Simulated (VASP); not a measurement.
A run of VASP 6.6.1 is set up as follows.

INCAR

```
SYSTEM = ZnS
ALGO = Normal
EDIFF = 1E-6
ENCUT = 520
GGA = PE
ISIF = 2
ISMEAR = 0
LASPH = .TRUE.
LCHARG = .FALSE.
LREAL = .FALSE.
LWAVE = .FALSE.
NBANDS = 16
NELM = 80
PREC = Accurate
SIGMA = 0.02
```

File KPOINTS:

```
k-points
0
G
  10 10 10
  0 0 0
```

POSCAR

```
ZnS
1.0
    0.0000000000      2.6483808356      2.6483808356
    2.6483808356      0.0000000000      2.6483808356
    2.6483808356      2.6483808356      0.0000000000
Zn S
1 1
Direct
    0.0000000000      0.0000000000      0.0000000000
    0.7500000000      0.7500000000      0.7500000000
```

Potentials or basis: VASP PAW PBE potentials, release 64 (Zn, S).

Command:

```bash
$ cat potpaw_PBE.64/Zn/POTCAR potpaw_PBE.64/S/POTCAR > POTCAR
$ mpirun -np 1 vasp_std > vasp.out
```

Problem. Predict the band gap on the k mesh.

Solution. 2.38 eV.

Problem. What does it give for the pressure?

Solution. 7.0 GPa.

Caveat: the cell differs from its parent crystal (strained cell); the cell stands under pressure.
